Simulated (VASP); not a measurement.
# Ge: single point with PBE

The system is Ge.

```xyz
2
Lattice="0.0000 2.8369 2.8369 2.8369 0.0000 2.8369 2.8369 2.8369 0.0000" Properties=species:S:1:pos:R:3 pbc="T T T"
Ge    0.0000    0.0000    0.0000
Ge    1.4184    1.4184    1.4184
```

| Item | Value |
| --- | --- |
| Program | VASP 6.6.1 |
| Task | single point |
| Functional | PBE |
| Potentials or basis | VASP PAW PBE potentials, release 64 (Ge_d) |
| Cutoff | 500 eV |
| k mesh | 6 × 6 × 6 |
| Occupations | methfessel-paxton, width 0.5 eV |
| Spin | no spin polarisation |

The pressure is 2.9 GPa. The band gap on the k mesh is zero (filled and empty bands touch).

Levels at points of the mesh, in eV from the Fermi level:
| k point | band 12 | band 13 | band 14 | band 15 | band 16 | band 17 |
| --- | --- | --- | --- | --- | --- | --- |
| (0.00, 0.00, 0.00) | -0.01 | 0.03 | 0.03 | 0.03 | 2.58 | 2.58 |
| (0.50, 0.00, 0.00) | -7.53 | -1.36 | -1.36 | 0.19 | 3.77 | 3.77 |
| (0.50, 0.50, 0.00) | -8.82 | -3.01 | -3.01 | 0.79 | 0.79 | 9.48 |

Wall time 32 s on 1 thread of Intel Xeon 8259CL, on a shared host, peak memory 0.16 GiB.
